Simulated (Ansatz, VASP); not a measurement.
Two plane-wave programs on KF

Contents of INCAR:

```
SYSTEM = KF
  PREC = Accurate
  ENCUT = 520
  EDIFF = 1E-6
  ISMEAR = -1
  SIGMA = 0.02
  LREAL = .FALSE.
  LASPH = .TRUE.
  NELM = 80
  ALGO = Normal
  ISIF = 2
  LWAVE = .FALSE.
  LCHARG = .TRUE.
  GGA = PE
  LELF = .TRUE.
  LVHAR = .TRUE.
  NBANDS = 24
```

The input KPOINTS:

```
Automatic mesh
0
G
  12 12 4
  0 0 0
```

Contents of POSCAR:

```
KF
1.0
    3.5376929650      0.0000000000      0.0000000000
   -1.7688464825      3.0637319784      0.0000000000
    0.0000000000      0.0000000000      6.4788134950
K F
2 2
Direct
    0.0000000000      0.0000000000      0.0000000000
    0.0000000000      0.0000000000      0.5000000000
    0.3333333333      0.6666666667      0.2500000000
    0.6666666667      0.3333333333      0.7500000000
```

Input for Ansatz:

```yaml
crystal:
  lattice:
    - [3.537692965, 0.0, 0.0]
    - [-1.7688464825, 3.0637319784, 0.0]
    - [0.0, 0.0, 6.478813495]
  atoms:
    - { symbol: K, position: [0.0, 0.0, 0.0] }
    - { symbol: K, position: [0.0, 0.0, 0.5] }
    - { symbol: F, position: [0.3333333333, 0.6666666667, 0.25] }
    - { symbol: F, position: [0.6666666667, 0.3333333333, 0.75] }
kpoints:
  mp_grid: { grid: [12, 12, 4] }
  band_path:
    path:
      - [0.0, 0.0, 0.0]
      - [0.5, 0.0, 0.0]
      - [0.3333333333, 0.3333333333, 0.0]
      - [0.0, 0.0, 0.5]
      - [0.5, 0.0, 0.5]
      - [0.3333333333, 0.3333333333, 0.5]
    npoints: 1
hamiltonian:
  xc: pbe
scf:
  occupations: { method: fermi_dirac, width: 0.02 }
  n_extra_bands: 5
output:
  forces: true
  stress: true
  eigenvalues: true
  write_density: true
  write_potential: true
  elf: true
  volumetric_format: npy
```

Change from the starting cell: biaxial_xy strain -3.3%.

Alike in both runs: task single point; functional PBE; k mesh 12 × 12 × 4; occupations fermi-dirac, width 0.02 eV; no spin polarisation.

|  | VASP | Ansatz |
| --- | --- | --- |
| version | VASP 6.6.1 | Ansatz 0.2.0 |
| potentials or method | VASP PAW PBE potentials, release 64 (K_sv, F) | plane waves, PAW |
| plane-wave cutoff (eV) | 520 | 420 |
| valence electrons in the cell | 32 | 32 |

VASP gave:

| Property | Result |
| --- | --- |
| gap on the k mesh at the Fermi level (eV) | 6.49 |
| pressure (GPa) | 4.9 |
| traceless stress, the component that is largest in VASP (GPa) | -0.68 |

Task: Estimate Ansatz's values.

Result: gap on the k mesh at the Fermi level (eV): 6.51; pressure (GPa): 4.8; traceless stress, the component that is largest in VASP (GPa): -0.73.

With one functional, cell and mesh, what is left measures potentials, basis and numerics.
